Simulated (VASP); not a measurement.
ReSbN:

```xyz
6
Lattice="3.4321 0.0000 0.0000 0.0000 3.4321 0.0000 0.0000 0.0000 8.5926" Properties=species:S:1:pos:R:3 pbc="T T T"
Re    0.0000    1.7161    7.5034
Re    1.7161    0.0000    1.0892
Sb    0.0000    1.7161    2.8653
Sb    1.7161    0.0000    5.7273
N     0.0000    0.0000    0.0000
N     1.7161    1.7161    0.0000
```

| Item | Value |
| --- | --- |
| Program | VASP 6.6.1 |
| Task | relaxation of cell and atoms |
| Functional | LDA |
| Potentials or basis | VASP PAW LDA potentials, release 64 (Re, Sb, N) |
| Cutoff | 600 eV |
| k mesh | 8 × 8 × 3 |
| Occupations | fermi-dirac, width 0.05 eV |
| Spin | no spin polarisation |

At the start: pressure -8.4 GPa; volume 16.87 Å³/atom.

**Question.** Where does the relaxation end?

**Answer.** Over 16 steps the energy falls by 21.0 meV/atom and the volume is 16.01 Å³/atom (-5.1 %); space group P4/nmm (No. 129, to 0.1 Å) before and after.

Step by step:
| step | energy change (eV) | largest force (eV/Å) | pressure (GPa) | volume (Å³) |
| --- | --- | --- | --- | --- |
| 1 | 0.0000 | 0.6102 | -8.41 | 101.22 |
| 2 | 0.6138 | 4.1225 | 25.90 | 88.79 |
| 3 | -0.1135 | 0.5050 | -0.67 | 97.48 |
| 4 | -0.1137 | 0.5429 | -0.41 | 97.36 |
| 5 | -0.1218 | 0.2026 | 0.01 | 96.47 |
| 6 | -0.1233 | 0.0570 | -0.12 | 96.72 |
| 7 | -0.1240 | 0.0699 | 0.07 | 96.55 |
| 8 | -0.1245 | 0.0907 | 0.38 | 96.26 |
| 9 | -0.1248 | 0.0841 | 0.23 | 96.27 |
| 10 | -0.1251 | 0.0705 | -0.08 | 96.29 |
| 11 | -0.1251 | 0.0689 | -0.12 | 96.29 |
| 12 | -0.1253 | 0.0583 | -0.11 | 96.26 |
| 13 | -0.1258 | 0.0263 | -0.06 | 96.16 |
| 14 | -0.1257 | 0.0438 | 0.03 | 95.96 |
| 15 | -0.1259 | 0.0202 | -0.01 | 96.07 |
| 16 | -0.1259 | 0.0024 | -0.03 | 96.06 |

Final structure:
```
CELL_PARAMETERS angstrom
3.37907 0.00000 0.00000
0.00000 3.37907 0.00000
0.00000 0.00000 8.41252
ATOMIC_POSITIONS crystal
Re 0.00000 0.50000 0.87148
Re 0.50000 0.00000 0.12852
Sb 0.00000 0.50000 0.33504
Sb 0.50000 0.00000 0.66496
N 0.00000 0.00000 0.00000
N 0.50000 0.50000 0.00000
```
